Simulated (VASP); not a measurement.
# TiCo3 (Pm-3m) in VASP: further runs

The runs below take TiCo3 through single point, with PBEsol.

Program: VASP 6.6.1. These are calculated values, not measurements. Logs are shortened: lines on timing, memory, paths and dates and some standing lists are left out, and cuts for length are marked.

### Step 1. The cell of the first run

The structure is cubic, space group Pm-3m (No. 221). Conventional cell: a = 3.800 Å, b = 3.800 Å, c = 3.800 Å, α = 90.00°, β = 90.00°, γ = 90.00°. Within 3.5 Å of Ti (site symmetry m-3m) lie 12 Co at 2.69 Å. Within 3.5 Å of Co (site symmetry 4/mmm) lie 4 Ti at 2.69 Å and 8 Co at 2.69 Å.

### Step 2. Single point, PBEsol, collinear spin, ferromagnetic start (13.72 Å³/atom)

Contents of INCAR:

```
PREC = Accurate ; ENCUT = 520
EDIFF = 1E-7 ; ISMEAR = 0
SIGMA = 0.15 ; LREAL = F
LASPH = T ; NELM = 150
ALGO = Normal ; ISIF = 2
LWAVE = F ; LCHARG = F
ISPIN = 2 ; MAGMOM = 0.1 0.22 0.22 0.22
LORBIT = 11 ; NUPDOWN = 0.76
LMAXMIX = 4 ; GGA = PS
NBANDS = 32
```

Contents of KPOINTS:

```
regular mesh
0
Gamma
  12 12 12
```

Contents of POSCAR:

```
TiCo3
1.0
    3.8004616244      0.0000000000      0.0000000000
    0.0000000000      3.8004616244      0.0000000000
    0.0000000000      0.0000000000      3.8004616244
Ti Co
1 3
Direct
    0.0000000000      0.0000000000      0.0000000000
    0.0000000000      0.5000000000      0.5000000000
    0.5000000000      0.0000000000      0.5000000000
    0.5000000000      0.5000000000      0.0000000000
```

Potentials or basis: VASP PAW PBE potentials, release 64 (Ti_sv, Co).

Run with:

```
$ cat potpaw_PBE.64/Ti_sv/POTCAR potpaw_PBE.64/Co/POTCAR > POTCAR
$ mpirun -np 1 vasp_std > vasp.out
```

OUTCAR:

```text
PREC = Accurate
   ENCUT = 520
   EDIFF = 1E-7
   ISMEAR = 0
   LREAL = F
   LASPH = T
   NELM = 150
   ISIF = 2
   ISPIN = 2
   LORBIT = 11
   NUPDOWN = 0.76
   GGA = PS

 ion  position               nearest neighbor table
   1  0.000  0.000  0.000-   2 2.69   3 2.69   4 2.69   2 2.69   3 2.69   2 2.69   4 2.69   2 2.69
                             3 2.69   4 2.69   3 2.69   4 2.69
   2  0.000  0.500  0.500-   1 2.69   3 2.69   4 2.69   1 2.69   4 2.69   1 2.69   3 2.69   1 2.69
                             3 2.69   4 2.69   4 2.69   3 2.69
   3  0.500  0.000  0.500-   1 2.69   2 2.69   4 2.69   1 2.69   4 2.69   2 2.69   4 2.69   4 2.69
                             1 2.69   2 2.69   1 2.69   2 2.69
   4  0.500  0.500  0.000-   1 2.69   2 2.69   3 2.69   2 2.69   3 2.69   1 2.69   3 2.69   3 2.69
                             1 2.69   2 2.69   2 2.69   1 2.69

  LATTYP: Found a simple cubic cell.
 ALAT       =     3.8004616244

  Lattice vectors:

 A1 = (   3.8004616244,   0.0000000000,   0.0000000000)
 A2 = (   0.0000000000,   3.8004616244,   0.0000000000)
 A3 = (   0.0000000000,   0.0000000000,   3.8004616244)

Analysis of symmetry for initial positions (statically):
=====================================================================
 Subroutine PRICEL returns:
 Original cell was already a primitive cell.

 Routine SETGRP: Setting up the symmetry group for a
 simple cubic supercell.

 Subroutine GETGRP returns: Found 48 space group operations
 (whereof 48 operations were pure point group operations)
 out of a pool of 48 trial point group operations.

The static configuration has the point symmetry O_h .

Analysis of symmetry for dynamics (positions and initial velocities):
=====================================================================
 Subroutine PRICEL returns:
 Original cell was already a primitive cell.

 Routine SETGRP: Setting up the symmetry group for a
 simple cubic supercell.

 Subroutine GETGRP returns: Found 48 space group operations
 (whereof 48 operations were pure point group operations)
 out of a pool of 48 trial point group operations.

The dynamic configuration has the point symmetry O_h .

Analysis of structural, dynamic, and magnetic symmetry:
=====================================================================
 Subroutine PRICEL returns:
 Original cell was already a primitive cell.

 Routine SETGRP: Setting up the symmetry group for a
 simple cubic supercell.

 Subroutine GETGRP returns: Found 48 space group operations
 (whereof 48 operations were pure point group operations)
 out of a pool of 48 trial point group operations.

The overall configuration has the point symmetry O_h .

 Subroutine INISYM returns: Found 48 space group operations
 (whereof 48 operations are pure point group operations),
 and found     1 'primitive' translations

----------------------------------------------------------------------------------------

                                     Primitive cell

  volume of cell :      54.8920

  direct lattice vectors                    reciprocal lattice vectors
     3.800461624  0.000000000  0.000000000     0.263125930  0.000000000  0.000000000
     0.000000000  3.800461624  0.000000000     0.000000000  0.263125930  0.000000000
     0.000000000  0.000000000  3.800461624     0.000000000  0.000000000  0.263125930

  length of vectors
     3.800461624  3.800461624  3.800461624     0.263125930  0.263125930  0.263125930

  position of ions in fractional coordinates (direct lattice)
     0.000000000  0.000000000  0.000000000
     0.000000000  0.500000000  0.500000000
     0.500000000  0.000000000  0.500000000
     0.500000000  0.500000000  0.000000000

  ion indices of the primitive-cell ions
   primitive index   ion index
                 1           1
                 2           2
                 3           3
                 4           4

----------------------------------------------------------------------------------------

 KPOINTS: regular mesh

Automatic generation of k-mesh.
 Grid dimensions read from file:
 generate k-points for:   12   12   12

 Generating k-lattice:

  Cartesian coordinates                     Fractional coordinates (reciprocal lattice)
     0.021927161  0.000000000  0.000000000     0.083333333  0.000000000  0.000000000
     0.000000000  0.021927161  0.000000000     0.000000000  0.083333333  0.000000000
     0.000000000  0.000000000  0.021927161     0.000000000  0.000000000  0.083333333

  Length of vectors
     0.021927161  0.021927161  0.021927161

  Shift w.r.t. Gamma in fractional coordinates (k-lattice)
     0.000000000  0.000000000  0.000000000

 Subroutine IBZKPT returns following result:
 ===========================================

 Found     84 irreducible k-points:

 Following reciprocal coordinates:
            Coordinates               Weight
  0.000000  0.000000  0.000000      1.000000
  0.083333  0.000000  0.000000      6.000000
  0.166667  0.000000  0.000000      6.000000
  0.250000  0.000000  0.000000      6.000000
  0.333333  0.000000  0.000000      6.000000
  0.416667  0.000000  0.000000      6.000000
[... 16 lines left out ...]
  0.333333  0.333333  0.000000     12.000000
  0.416667  0.333333  0.000000     24.000000
 [... further k-points ...]
   k-points           NKPTS =     84   k-points in BZ     NKDIM =     84   number of bands    NBANDS=     32
   number of dos      NEDOS =    301   number of ions     NIONS =      4
   total plane-waves  NPLWV =  21952
   dimension x,y,z NGX =    28 NGY =   28 NGZ =   28
   dimension x,y,z NGXF=    56 NGYF=   56 NGZF=   56
   ions per type =               1   3
   NGX,Y,Z   is equivalent  to a cutoff of  12.25, 12.25, 12.25 a.u.
   NGXF,Y,Z  is equivalent  to a cutoff of  24.50, 24.50, 24.50 a.u.
 SYSTEM =  unknown system
   PREC   = accura    normal or accurate (medium, high low for compatibility)
   ISTART =      0    job   : 0-new  1-cont  2-samecut
   ICHARG =      2    charge: 1-file 2-atom 10-const
   ISPIN  =      2    spin polarized calculation?
   LNONCOLLINEAR =      F non collinear calculations
   LSORBIT =      F    spin-orbit coupling
   LASPH  =      T    aspherical Exc in radial PAW
   ENCUT  =  520.0 eV  38.22 Ry    6.18 a.u.   7.07  7.07  7.07*2*pi/ulx,y,z
   NELM   =    150;   NELMIN=  2; NELMDL= -5     # of ELM steps
   EDIFF  = 0.1E-06   stopping-criterion for ELM
   LREAL  =      F    real-space projection
   EDIFFG = 0.1E-05   stopping-criterion for IOM
   NSW    =      0    number of steps for IOM
   IBRION =     -1    ionic relax: 0-MD 1-quasi-New 2-CG
   NFREE  =      0    steps in history (QN), initial steepest desc. (CG)
   ISIF   =      2    stress and relaxation
   ISYM   =      2    0-nonsym 1-usesym 2-fastsym
   POTIM  = 0.5000    time-step for ionic-motion
   TEBEG  =    0.0;   TEEND  =   0.0 temperature during run
   PSTRESS=    0.0 pullay stress
   NELECT =      39.0000    total number of electrons
   NUPDOWN=       0.7600    fix difference up-down
   EMIN   =  10.00;   EMAX   =-10.00  energy-range for DOS
   EFERMI =   0.00;   METHOD = LEGACY
   ISMEAR =     0;   SIGMA  =   0.15  broadening in eV -4-tet -1-fermi 0-gaus
   EFERMI_NEDOS =   21; number of points for ismear=-14 and -15
   IALGO  =     38    algorithm
   IMIX   =      4    mixing-type and parameters
     AMIX     =   0.40;   BMIX     =  1.00
     AMIX_MAG =   1.60;   BMIX_MAG =  1.00
  volume/ion in A,a.u.               =      13.72        92.61
  Fermi-wavevector in a.u.,A,eV,Ry     =   1.460809  2.760528 29.034317  2.133962
  Thomas-Fermi vector in A             =   2.577215
   LORBIT       =     11    0 simple, 1 ext, 2 COOP (PROOUT), +10 PAW based schemes
   GGA     = PS    functional components
   LHFCALC =     F    Hartree Fock is set to
   AEXX    =    0.0000 exact exchange contribution
   IVDW    =     0    specifies the selected vdW correction
   LEPSILON=     F    determine dielectric tensor
   LRPA    =     F    only Hartree local field effects (RPA)
 spin polarized calculation
 Gauss-broadening in eV      SIGMA  =   0.15
  energy-cutoff  :      520.00
  volume of cell :       54.89
 maximum number of plane-waves:      1498
   NGX = 15   NGY = 15   NGZ = 15

 number of electron      39.0000013 magnetization       0.7600002

 Free energy of the ion-electron system (eV)
  ---------------------------------------------------
  ext. energy  EPLUGINS =         0.00000000
  ---------------------------------------------------
  free energy    TOTEN  =       -31.37369986 eV

  energy without entropy =      -31.28901598  energy(sigma->0) =      -31.33135792

 E-fermi :   7.8521     XC(G=0): -12.4167

 val. band max:        7.8511158736   @ k =   0.3333   0.0833   0.0833
 cond. band min:       7.7212174811   @ k =   0.5000   0.2500   0.0833
 fundamental gap:     -0.1298983926
 Fermi energy:         7.7182091690

 spin component 1

 k-point     1 :       0.0000    0.0000    0.0000
  band No.  band energies     occupation
      1     -48.7788      1.00000
      2     -25.0887      1.00000
      3     -25.0887      1.00000
      4     -25.0887      1.00000
      5       0.6489      1.00000
      6       4.3663      1.00000
[... 805 lines left out ...]
     30      17.8868      0.00000
     31      18.4100      0.00000

 [... further k-points ...]

 spin component 2

 k-point     1 :       0.0000    0.0000    0.0000
  band No.  band energies     occupation
      1     -48.9675      1.00000
      2     -25.2794      1.00000
      3     -25.2794      1.00000
      4     -25.2794      1.00000
      5       0.6070      1.00000
      6       4.5143      1.00000
[... 805 lines left out ...]
     30      17.9502      0.00000
     31      18.4141      0.00000

 [... further k-points ...]

 [bands above 31 left out]

------------------------ aborting loop because EDIFF is reached ----------------------------------------

  FORCE on cell =-STRESS in cart. coord.  units (eV):
  Direction    XX          YY          ZZ          XY          YZ          ZX
  --------------------------------------------------------------------------------------
  -------------------------------------------------------------------------------------
  Total      -11.0400632    -11.0400632    -11.0400632      0.0000000      0.0000000     -0.0000000
  in kB     -322.2352791   -322.2352791   -322.2352791      0.0000000      0.0000000     -0.0000000
  external PRESSURE =    -322.2352791 kB  Pullay stress =       0.0000000 kB

 VOLUME and BASIS-vectors are now :
 -----------------------------------------------------------------------------
  energy-cutoff  :      520.00
  volume of cell :       54.89
      direct lattice vectors                 reciprocal lattice vectors
     3.800461624  0.000000000  0.000000000     0.263125930  0.000000000  0.000000000
     0.000000000  3.800461624  0.000000000     0.000000000  0.263125930  0.000000000
     0.000000000  0.000000000  3.800461624     0.000000000  0.000000000  0.263125930

 POSITION                                       TOTAL-FORCE (eV/Angst)
 -----------------------------------------------------------------------------------
      0.00000      0.00000      0.00000         0.000000      0.000000      0.000000
      0.00000      1.90023      1.90023         0.000000      0.000000      0.000000
      1.90023      0.00000      1.90023         0.000000      0.000000      0.000000
      1.90023      1.90023      0.00000         0.000000      0.000000      0.000000
 -----------------------------------------------------------------------------------
    total drift:                                0.000000      0.000000      0.000000

  FREE ENERGIE OF THE ION-ELECTRON SYSTEM (eV)
  ---------------------------------------------------
  free  energy   TOTEN  =       -31.3736998573 eV

  energy  without entropy=      -31.2890159848  energy(sigma->0) =      -31.33135792

 total charge

# of ion       s       p       d       tot
------------------------------------------
    1        2.229   6.134   1.788  10.151
    2        0.440   0.382   7.237   8.059
    3        0.440   0.382   7.237   8.059
    4        0.440   0.382   7.237   8.059
--------------------------------------------------
tot          3.548   7.281  23.501  34.330

 magnetization (x)

# of ion       s       p       d       tot
------------------------------------------
    1       -0.005  -0.011  -0.193  -0.209
    2       -0.002  -0.012   0.368   0.355
    3       -0.002  -0.012   0.368   0.355
    4       -0.002  -0.012   0.368   0.355
--------------------------------------------------
tot         -0.011  -0.047   0.912   0.855
```

Wall time 4.7 min (1 thread of Oxide Virtual Turin-like, shared host); peak memory 0.3 GiB.

What came out:

* Free energy: -31.3737 eV
* Pressure: -32.2 GPa
* Net moment: 0.76 μB per cell
* Site moments: Ti -0.21; Co +0.35 μB
* Valence electrons inside the program's atomic spheres: Ti 10.15; Co 8.06

Caveat: the cell stands under tension; the PAW data sets were made with another functional, which shifts forces and pressure a little; the total moment is fixed, so each spin has its own Fermi level and the state may be an excited one.

### Step 3. Single point, PBEsol, collinear spin, ferromagnetic start (13.72 Å³/atom)

Contents of INCAR:

```
PREC = Accurate ; ENCUT = 520
EDIFF = 1E-7 ; ISMEAR = 0
SIGMA = 0.15 ; LREAL = F
LASPH = T ; NELM = 150
ALGO = Normal ; ISIF = 2
LWAVE = F ; LCHARG = T
ISPIN = 2 ; MAGMOM = 0.4 0.88 0.88 0.88
LORBIT = 11 ; NUPDOWN = 3.04
LMAXMIX = 4 ; GGA = PS
LELF = T ; LVHAR = T
NBANDS = 32
```

Contents of KPOINTS:

```
Automatic mesh
0
Gamma
  12 12 12
```

POSCAR is that of step 2.

Potentials or basis: VASP PAW PBE potentials, release 64 (Ti_sv, Co).

Run with:

```
$ cat potpaw_PBE.64/Ti_sv/POTCAR potpaw_PBE.64/Co/POTCAR > POTCAR
$ mpirun -np 1 vasp_std > vasp.out
```

Wall time 6.8 min (1 thread of Oxide Virtual Turin-like, shared host); peak memory 0.3 GiB.

It converged, with:

| Quantity | Value |
| --- | --- |
| Free energy | -31.5688 eV |
| Pressure | -27.8 GPa |
| Net moment | 3.04 μB per cell |
| Site moments | Ti -0.56; Co +1.27 μB |
| Valence electrons inside the program's atomic spheres | Ti 10.17; Co 8.05 |

Caveat: the cell stands under tension; the PAW data sets were made with another functional, which shifts forces and pressure a little; the total moment is fixed, so each spin has its own Fermi level and the state may be an excited one.

### Step 4. Single point, PBEsol, collinear spin, ferromagnetic start (13.72 Å³/atom)

Contents of INCAR:

```
SYSTEM = TiCo3
PREC = Accurate
ENCUT = 520
EDIFF = 1E-6
ISMEAR = 0
SIGMA = 0.15
LREAL = .False.
LASPH = .True.
NELM = 150
ALGO = Fast
ISIF = 2
LWAVE = .False.
LCHARG = .False.
ISPIN = 2
MAGMOM = 1 2.2 2.2 2.2
LORBIT = 11
NUPDOWN = 7.6
LMAXMIX = 4
GGA = PS
NBANDS = 32
```

Contents of KPOINTS:

```
Automatic mesh
0
Gamma
  12 12 12
  0 0 0
```

POSCAR is that of step 3.

Run with:

```
$ cat potpaw_PBE.64/Ti_sv/POTCAR potpaw_PBE.64/Co/POTCAR > POTCAR
$ mpirun -np 1 vasp_std > vasp.out
```

It took 6.4 min on 1 thread of Oxide Virtual Turin-like, shared host; peak memory 0.3 GiB.

It converged, with:

```yaml
Free_energy: -29.3688 eV
Pressure: -12.0 GPa
Net_moment: 7.60 μB per cell
Site_moments: Ti +0.75; Co +2.15 μB
Valence_electrons_inside_the_program's_atomic_spheres: Ti 10.25; Co 8.00
```

Caveat: the cell stands under tension; the PAW data sets were made with another functional, which shifts forces and pressure a little; the total moment is fixed, so each spin has its own Fermi level and the state may be an excited one.

[end of part 1 of 2]
